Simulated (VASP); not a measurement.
Write the native input for VASP 6.6.1 that does the following.

* Task: single point
* Functional: PBE
* Potentials or basis: VASP PAW PBE potentials, release 64 (Ge_d)
* Cutoff: 520 eV
* k mesh: 6 × 6 × 6
* Occupations: gaussian, width 0.1 eV
* Spin: no spin polarisation
* Dipole correction: no
* Further INCAR settings: ALGO = Normal; EDIFF = 1e-07; NBANDS = 51

The structure of Ge lies in POSCAR:

```
Ge
1.0
   -3.7632188602      3.7632188602      2.2948201880
    3.7632188602     -3.7632188602      2.2948201880
    3.7632188602      3.7632188602     -2.2948201880
Ge
6
Direct
    0.5000000000      0.5000000000      0.0000000000
    0.2500000000      0.7500000000      0.5000000000
    0.8454248338      0.6250000000      0.7204248338
    0.9045751662      0.1250000000      0.2795751662
    0.3750000000      0.1545751662      0.2795751662
    0.8750000000      0.0954248338      0.7204248338
```

The cell was generated, and may not be a known phase.

The input as run:

INCAR

```
ALGO = Normal ; EDIFF = 1E-7
ENCUT = 520 ; GGA = PE
ISIF = 2 ; ISMEAR = 0
LASPH = True ; LCHARG = False
LREAL = False ; LWAVE = False
NBANDS = 51 ; NELM = 60
PREC = Accurate ; SIGMA = 0.1
```

KPOINTS

```
k-points
0
Gamma
  6 6 6
```

Potentials or basis: VASP PAW PBE potentials, release 64 (Ge_d).

Command:

```console
$ cat potpaw_PBE.64/Ge_d/POTCAR > POTCAR
$ mpirun -np 1 vasp_std > vasp.out
```

Results of the run:

| Item | Value |
| --- | --- |
| Pressure | 0.3 GPa |
| Largest force | 0.019 eV/Å |
| Band gap on the k mesh | zero (bands 42 and 43 overlap by 2.52 eV) |

It took 6.4 min on 1 thread of Intel Xeon 8259CL, with other jobs on the host, peak memory 0.37 GiB.
